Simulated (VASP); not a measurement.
Input of a VASP 6.6.1 run:

File INCAR:

```
ALGO = Normal
EDIFF = 1E-6
ENCUT = 520
GGA = PE
ISIF = 2
ISMEAR = -1
LASPH = T
LCHARG = T
LELF = T
LREAL = F
LVHAR = T
LWAVE = F
NBANDS = 20
NELM = 80
PREC = Accurate
SIGMA = 0.06122561905347299
```

File KPOINTS:

```
k-points
0
Gamma
  28 28 28
```

File POSCAR:

```
In
1.0
    0.0000000000      3.3883010169      3.3883010169
    3.3883010169      0.0000000000      3.3883010169
    3.3883010169      3.3883010169      0.0000000000
In
2
Direct
    0.0000000000      0.0000000000      0.0000000000
    0.2500000000      0.2500000000      0.2500000000
```

Potentials or basis: VASP PAW PBE potentials, release 64 (In_d).

The run is started by

```sh
$ cat potpaw_PBE.64/In_d/POTCAR > POTCAR
$ mpirun -np 1 vasp_std > vasp.out
```

(1) What does it give for the pressure?

(2) Estimate the band gap on the k mesh.

## Answers

(1) -0.4 GPa.

(2) zero (band 13 reaches 5.66 eV, above the bottom of band 14 at 2.44 eV).

Caveat: spin-orbit coupling is left out, which moves the levels of the heavy elements.
